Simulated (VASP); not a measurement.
Crystal: Bi3H8.

```
CELL_PARAMETERS angstrom
4.21777 0.00000 0.00000
0.00000 4.21777 0.00000
0.00000 0.00000 5.24155
ATOMIC_POSITIONS crystal
Bi 0.50000 0.00000 0.42564
Bi 0.00000 0.50000 0.42564
Bi 0.00000 0.00000 0.61434
H 0.62816 0.17273 0.08845
H 0.37184 0.82727 0.08845
H 0.82727 0.62816 0.08845
H 0.17273 0.37184 0.08845
H 0.62816 0.82727 0.08845
H 0.37184 0.17273 0.08845
H 0.82727 0.37184 0.08845
H 0.17273 0.62816 0.08845
```

The cell was built from a structure type or drawn by symmetry, and may not be a known phase.

* Program: VASP 6.6.1
* Task: relaxation of cell and atoms
* Functional: PBE
* Potentials or basis: VASP PAW PBE potentials, release 64 (Bi_d, H)
* Cutoff: 600 eV
* k mesh: 4 × 4 × 4
* Occupations: gaussian, width 0.1 eV
* Spin: no spin polarisation

At the start: pressure 107.0 GPa; volume 8.48 Å³/atom.

Task: Where does the relaxation end?

Result: Over 57 steps the energy falls by 2272.8 meV/atom and the volume is 18.17 Å³/atom (+114.3 %); space group P4mm (No. 99, to 0.1 Å) before and after.

The path:
```tsv
step	energy change (eV)	largest force (eV/Å)	pressure (GPa)	volume (Å³)
1	0.0000	22.9301	107.04	93.25
3	-18.7210	1.3309	1.88	145.85
5	-18.7543	1.2975	0.14	150.48
7	-22.0279	2.4629	-1.29	155.13
9	-22.7822	2.2294	-0.59	156.11
11	-23.6874	1.3449	2.32	157.92
13	-24.1564	1.2763	2.99	169.74
15	-24.3744	1.1023	2.25	178.50
17	-24.5356	0.4551	0.54	189.62
19	-24.6531	0.3019	-0.34	202.99
21	-24.6640	0.4832	-0.61	209.36
23	-24.7022	0.3492	-1.43	214.08
25	-24.8315	0.1430	-1.16	216.59
27	-24.8858	0.1916	-0.87	218.54
29	-24.9033	0.2267	-0.87	216.35
31	-24.9171	0.1781	-0.55	213.68
33	-24.9267	0.2795	0.05	209.47
35	-24.9449	0.1319	-0.05	206.87
37	-24.9499	0.2059	-0.11	204.67
39	-24.9551	0.2174	0.16	203.36
41	-24.9706	0.1508	0.20	201.31
43	-24.9774	0.1099	0.25	198.72
45	-24.9821	0.1683	0.19	199.39
47	-24.9855	0.1646	-0.03	199.97
49	-24.9861	0.1854	-0.17	200.36
51	-24.9892	0.1371	-0.14	200.31
53	-24.9952	0.1120	0.05	200.07
55	-24.9970	0.0977	-0.07	200.10
57	-25.0013	0.0288	-0.05	199.84
```

Final structure:
```yaml
crystal:
  lattice:
    - [5.01415, 0.00000, 0.00000]
    - [0.00000, 5.01415, 0.00000]
    - [0.00000, 0.00000, 7.94843]
  atoms:
    - { symbol: Bi, position: [0.50000, 0.00000, 0.47289] }
    - { symbol: Bi, position: [0.00000, 0.50000, 0.47289] }
    - { symbol: Bi, position: [0.00000, 0.00000, 0.71056] }
    - { symbol: H, position: [0.69681, 0.19775, 0.06461] }
    - { symbol: H, position: [0.30319, 0.80225, 0.06461] }
    - { symbol: H, position: [0.80225, 0.69681, 0.06461] }
    - { symbol: H, position: [0.19775, 0.30319, 0.06461] }
    - { symbol: H, position: [0.69681, 0.80225, 0.06461] }
    - { symbol: H, position: [0.30319, 0.19775, 0.06461] }
    - { symbol: H, position: [0.80225, 0.30319, 0.06461] }
    - { symbol: H, position: [0.19775, 0.69681, 0.06461] }
```

Caveat: the k points lie up to 0.31 Å⁻¹ apart in the final cell, too coarse for converged energies and pressures of a metal; the volume moved by over 15 % at a fixed basis, so the end points are rough.
